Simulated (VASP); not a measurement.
Input of a VASP 6.6.1 run:

Contents of INCAR:

```
SYSTEM = Ca3GeN
ALGO = Normal
EDIFF = 1E-7
ENCUT = 520
GGA = PS
ISIF = 2
ISMEAR = 1
LASPH = .True.
LCHARG = .False.
LREAL = .False.
LWAVE = .False.
NBANDS = 32
NELM = 80
PREC = Accurate
SIGMA = 0.1
```

Contents of KPOINTS:

```
k-points
0
Gamma
  5 5 5
  0 0 0
```

Contents of POSCAR:

```
Ca3GeN
1.0
    4.7573000000      0.0000000000      0.0000000000
    0.0000000000      4.7573000000      0.0000000000
    0.0000000000      0.0000000000      4.7573000000
Ca Ge N
3 1 1
Direct
    0.0000000000      0.5000000000      0.5000000000
    0.5000000000      0.0000000000      0.5000000000
    0.5000000000      0.5000000000      0.0000000000
    0.0000000000      0.0000000000      0.0000000000
    0.5000000000      0.5000000000      0.5000000000
```

Potentials or basis: VASP PAW PBE potentials, release 64 (Ca_sv, Ge_d, N).

Run with:

```sh
$ cat potpaw_PBE.64/Ca_sv/POTCAR potpaw_PBE.64/Ge_d/POTCAR potpaw_PBE.64/N/POTCAR > POTCAR
$ mpirun -np 1 vasp_std > vasp.out
```

(1) Estimate the pressure.

Answers

(1) 0.2 GPa.

Caveat: the PAW data sets were made with another functional, which shifts forces and pressure a little.
